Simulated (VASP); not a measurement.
# Cu (Fm-3m) in VASP: a series of runs, part 3 of 3

VASP 6.6.1.

### 5 Single point, revPBE

This run uses another cell than the first one, of 11.57 Å³/atom, 0.980 times its volume.

File INCAR:

```
  PREC = Accurate
  ENCUT = 520
  EDIFF = 1E-7
  ISMEAR = -1
  SIGMA = 0.05
  LREAL = F
  LASPH = T
  NELM = 80
  ALGO = Normal
  ISIF = 2
  LWAVE = F
  LCHARG = F
  GGA = RE
  NBANDS = 12
```

File KPOINTS:

```
regular mesh
0
Gamma
  13 13 13
```

File POSCAR:

```
Cu
1.0
    0.0000000000      1.7953687620      1.7953687620
    1.7953687620      0.0000000000      1.7953687620
    1.7953687620      1.7953687620      0.0000000000
Cu
1
Direct
    0.0000000000      0.0000000000      0.0000000000
```

Potentials or basis: VASP PAW PBE potentials, release 64 (Cu).

Started as:

```sh
$ cat potpaw_PBE.64/Cu/POTCAR > POTCAR
$ mpirun -np 1 vasp_std > vasp.out
```

OUTCAR:

```text
PREC = Accurate
   ENCUT = 520
   EDIFF = 1E-7
   ISMEAR = -1
   LREAL = F
   LASPH = T
   NELM = 80
   ISIF = 2
   GGA = RE

 ion  position               nearest neighbor table
   1  0.000  0.000  0.000-

  LATTYP: Found a face centered cubic cell.
 ALAT       =     3.5907375240

  Lattice vectors:

 A1 = (   0.0000000000,   1.7953687620,   1.7953687620)
 A2 = (   1.7953687620,   0.0000000000,   1.7953687620)
 A3 = (   1.7953687620,   1.7953687620,   0.0000000000)

Analysis of symmetry for initial positions (statically):
=====================================================================
 Subroutine PRICEL returns:
 Original cell was already a primitive cell.

 Routine SETGRP: Setting up the symmetry group for a
 face centered cubic supercell.

 Subroutine GETGRP returns: Found 48 space group operations
[... 9 lines left out ...]

 Routine SETGRP: Setting up the symmetry group for a
 face centered cubic supercell.

 Subroutine GETGRP returns: Found 48 space group operations
[... 11 lines left out ...]
                                     Primitive cell

  volume of cell :      11.5742

  direct lattice vectors                    reciprocal lattice vectors
     0.000000000  1.795368762  1.795368762    -0.278494319  0.278494319  0.278494319
     1.795368762  0.000000000  1.795368762     0.278494319 -0.278494319  0.278494319
     1.795368762  1.795368762  0.000000000     0.278494319  0.278494319 -0.278494319

  length of vectors
     2.539034853  2.539034853  2.539034853     0.482366309  0.482366309  0.482366309

  position of ions in fractional coordinates (direct lattice)
     0.000000000  0.000000000  0.000000000

  ion indices of the primitive-cell ions
   primitive index   ion index
                 1           1

----------------------------------------------------------------------------------------
[... 86 lines left out ...]
   EFERMI_NEDOS =   21; number of points for ismear=-14 and -15
   IALGO  =     38    algorithm
   IMIX   =      4    mixing-type and parameters
     AMIX     =   0.40;   BMIX     =  1.00
     AMIX_MAG =   1.60;   BMIX_MAG =  1.00
  volume/ion in A,a.u.               =      11.57        78.11
  Fermi-wavevector in a.u.,A,eV,Ry     =   1.609566  3.041638 35.248641  2.590702
  Thomas-Fermi vector in A             =   2.705255
   LORBIT       =      0    0 simple, 1 ext, 2 COOP (PROOUT), +10 PAW based schemes
   GGA     = RE    functional components
   LHFCALC =     F    Hartree Fock is set to
   AEXX    =    0.0000 exact exchange contribution
   IVDW    =     0    specifies the selected vdW correction
   LEPSILON=     F    determine dielectric tensor
   LRPA    =     F    only Hartree local field effects (RPA)
 non-spin polarized calculation
  energy-cutoff  :      520.00
  volume of cell :       11.57
 maximum number of plane-waves:       331
   NGX =  9   NGY =  9   NGZ =  9

 number of electron      11.0000008 magnetization

 Free energy of the ion-electron system (eV)
  ---------------------------------------------------
  ext. energy  EPLUGINS =         0.00000000
  ---------------------------------------------------
  free energy    TOTEN  =        -3.33312274 eV

  energy without entropy =       -3.33038608  energy(sigma->0) =       -3.33175441

 E-fermi :   8.1347     XC(G=0): -12.7446

 val. band max:        7.9462456040   @ k =   0.4615   0.2308   0.0000
 cond. band min:       8.1534233353   @ k =   0.4615   0.3077   0.0000
 fundamental gap:      0.2071777313
 Fermi energy:         8.1347206353

 k-point     1 :       0.0000    0.0000    0.0000
  band No.  band energies     occupation
      1      -1.5488      2.00000
      2       4.8594      2.00000
      3       4.8594      2.00000
      4       4.8594      2.00000
      5       5.7047      2.00000
      6       5.7047      2.00000
      7      30.6659      0.00000
      8      33.5350      0.00000
      9      33.5350      0.00000
     10      33.5350      0.00000
     11      36.0209      0.00000
     12      36.0209      0.00000
[... 331 lines left out ...]
 k-point    24 :       0.4615    0.1538    0.0000
  band No.  band energies     occupation
      1       3.0246      2.00000
      2       4.4851      2.00000
      3       4.8671      2.00000
      4       5.1411      2.00000
      5       6.3066      2.00000
      6       7.6135      1.99994
      7      14.1472      0.00000
      8      25.0146      0.00000
      9      26.4189      0.00000
     10      28.6122      0.00000
     11      38.4650      0.00000
     12      38.5162      0.00000

 [... further k-points ...]
[... 5 lines left out ...]
  --------------------------------------------------------------------------------------
  -------------------------------------------------------------------------------------
  Total        0.6552455      0.6552455      0.6552455     -0.0000000      0.0000000      0.0000000
  in kB       90.7034144     90.7034144     90.7034144     -0.0000000      0.0000000      0.0000000
  external PRESSURE =      90.7034144 kB  Pullay stress =       0.0000000 kB

 VOLUME and BASIS-vectors are now :
 -----------------------------------------------------------------------------
  energy-cutoff  :      520.00
  volume of cell :       11.57
      direct lattice vectors                 reciprocal lattice vectors
     0.000000000  1.795368762  1.795368762    -0.278494319  0.278494319  0.278494319
     1.795368762  0.000000000  1.795368762     0.278494319 -0.278494319  0.278494319
     1.795368762  1.795368762  0.000000000     0.278494319  0.278494319 -0.278494319

 POSITION                                       TOTAL-FORCE (eV/Angst)
 -----------------------------------------------------------------------------------
      0.00000      0.00000      0.00000         0.000000     -0.000000     -0.000000
 -----------------------------------------------------------------------------------
    total drift:                                0.000000     -0.000000      0.000000

  FREE ENERGIE OF THE ION-ELECTRON SYSTEM (eV)
  ---------------------------------------------------
  free  energy   TOTEN  =        -3.3331227382 eV

  energy  without entropy=       -3.3303860840  energy(sigma->0) =       -3.33175441
```

stdout:

```text
POSCAR found type information on POSCAR Cu
 POSCAR found :  1 types and       1 ions
 scaLAPACK will be used
 -----------------------------------------------------------------------------
|                                                                             |
|                                                                             |
|     You enforced a specific xc type in the INCAR file but a different       |
|     I HOPE YOU KNOW WHAT YOU ARE DOING!                                     |
|                                                                             |
 -----------------------------------------------------------------------------

 LDA part: xc-table for (Slater+PW92), standard interpolation
 POSCAR, INCAR and KPOINTS ok, starting setup
 FFT: planning ... GRIDC
 FFT: planning ... GRID_SOFT
 FFT: planning ... GRID
 WAVECAR not read
 entering main loop
```

Run time: 6.3 s. Hardware: 1 thread of Intel Xeon 6975P-C (Granite Rapids), shared host; peak memory 0.12 GiB.

Results:

```
Free energy : -3.3331 eV
Pressure    : 9.1 GPa
```

Levels at points of the mesh, in eV from the Fermi level:
| k point | band 2 | band 3 | band 4 | band 5 | band 6 | band 7 | band 8 | band 9 | band 10 | band 11 |
| --- | --- | --- | --- | --- | --- | --- | --- | --- | --- | --- |
| (0.00, 0.00, 0.00) | -3.28 | -3.28 | -3.28 | -2.43 | -2.43 | 22.53 | 25.40 | 25.40 | 25.40 | 27.89 |

Caveat: the PAW data sets were made with another functional, which shifts forces and pressure a little.

### 6 Single point, revPBE

This run uses another cell than the first one, of 12.05 Å³/atom, 1.020 times its volume.

File INCAR:

```
PREC = Accurate
ENCUT = 520
EDIFF = 1E-6
ISMEAR = -1
SIGMA = 0.05
LREAL = False
LASPH = True
NELM = 100
ALGO = Fast
ISIF = 2
LWAVE = False
LCHARG = False
GGA = RE
NBANDS = 12
```

File KPOINTS:

```
Automatic mesh
0
Gamma
  13 13 13
```

File POSCAR:

```
Cu
1.0
    0.0000000000      1.8194705475      1.8194705475
    1.8194705475      0.0000000000      1.8194705475
    1.8194705475      1.8194705475      0.0000000000
Cu
1
Direct
    0.0000000000      0.0000000000      0.0000000000
```

Potentials or basis: VASP PAW PBE potentials, release 64 (Cu).

Started as:

```sh
$ cat potpaw_PBE.64/Cu/POTCAR > POTCAR
$ mpirun -np 1 vasp_std > vasp.out
```

Run time: 6.5 s. Hardware: 1 thread of Intel Xeon 6975P-C (Granite Rapids), shared host; peak memory 0.12 GiB.

Results (log left out):

| Item | Value |
| --- | --- |
| Free energy | -3.3507 eV |
| Pressure | 2.9 GPa |

Levels at points of the mesh, in eV from the Fermi level:
```
           k point  band 4  band 5  band 6  band 7  band 8  band 9
(0.00, 0.00, 0.00)   -3.14   -2.35   -2.35   22.22   24.78   24.78
```

Caveat: the PAW data sets were made with another functional, which shifts forces and pressure a little.

### 7 Summary

```tsv
level	cell	smearing	gap on the mesh (eV)	pressure (GPa)
r2SCAN+rVV10	a = 2.556 Å, angles 60.0°, 1 atom	methfessel-paxton 0.15 eV	none	-6.1
revPBE	a = 2.504 Å, angles 60.0°, 1 atom	fermi-dirac 0.05 eV	none	17.2
revPBE	a = 2.522 Å, angles 60.0°, 1 atom	fermi-dirac 0.05 eV	none	13.0
revPBE	a = 2.539 Å, angles 60.0°, 1 atom	fermi-dirac 0.05 eV	none	9.1
revPBE	a = 2.573 Å, angles 60.0°, 1 atom	fermi-dirac 0.05 eV	none	2.9
```

Alike in all rows: task single point; potentials or basis VASP PAW PBE potentials, release 64 (Cu); no spin polarisation; k mesh 13 × 13 × 13; cutoff (eV) 520.

Caveats: the PAW data sets were made with another functional, which shifts forces and pressure a little.

Absolute energies hang on the potentials; compare differences alone.
